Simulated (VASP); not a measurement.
Write the native input for VASP 6.6.1 that does the following.

```yaml
Task: single point
Functional: PBE
Potentials_or_basis: VASP PAW PBE potentials, release 64 (Mn_pv, Sn_d, O)
Cutoff: 520 eV
k_mesh: 4 × 4 × 4
Occupations: gaussian, width 0.1 eV
Spin: collinear spin, ferromagnetic start
Starting_moments: "[4.0, 0.0, 0.0, 0.0, 0.0, 0.0] μB"
Dipole_correction: no
Further_INCAR_settings: ALGO = Normal; EDIFF = 1e-06; NBANDS = 38
```

The structure of MnSnO4 lies in POSCAR:

```
MnSnO4
1.0
    3.4597516658      0.0000000000      0.0000000000
    0.0000000000      3.4597516658      0.0000000000
    0.0000000000      0.0000000000      6.2413626773
Mn Sn O
1 1 4
Direct
    0.0000000000      0.0000000000      0.0000000000
    0.5000000000      0.5000000000      0.5000000000
    0.0000000000      0.0000000000      0.6905573189
    0.5000000000      0.0000000000      0.0000000000
    0.0000000000      0.5000000000      0.0000000000
    0.0000000000      0.0000000000      0.3094426811
```

The input as run:

INCAR

```
PREC = Accurate
ENCUT = 520
EDIFF = 1E-6
ISMEAR = 0
SIGMA = 0.1
LREAL = F
LASPH = T
NELM = 150
ALGO = Normal
ISIF = 2
LWAVE = F
LCHARG = F
ISPIN = 2
MAGMOM = 4 0 0 0 0 0
LORBIT = 11
LMAXMIX = 4
GGA = PE
NBANDS = 38
```

KPOINTS

```
Automatic mesh
0
Gamma
  4 4 4
```

Potentials or basis: VASP PAW PBE potentials, release 64 (Mn_pv, Sn_d, O).

Run with:

```bash
$ cat potpaw_PBE.64/Mn_pv/POTCAR potpaw_PBE.64/Sn_d/POTCAR potpaw_PBE.64/O/POTCAR > POTCAR
$ mpirun -np 1 vasp_std > vasp.out
```

It gave:

```
Pressure                                              : 0.6 GPa
Largest force                                         : 0.078 eV/Å
Net moment                                            : 1.13 μB per cell
Site moments                                          : Mn +1.18; Sn -0.02; O -0.01, -0.03 (each value once) μB
Valence electrons inside the program's atomic spheres : Mn 12.15; Sn 11.80; O 4.86, 5.02 (each value once)
```

Caveat: the k points lie up to 0.45 Å⁻¹ apart; a cell with one magnetic atom can't hold antiferromagnetic order, which such compounds often take.

Run time: 2.3 min on 1 thread of Intel(R) Xeon(R) Platinum 8488C (Sapphire Rapids) (shared host), peak memory 0.26 GiB.
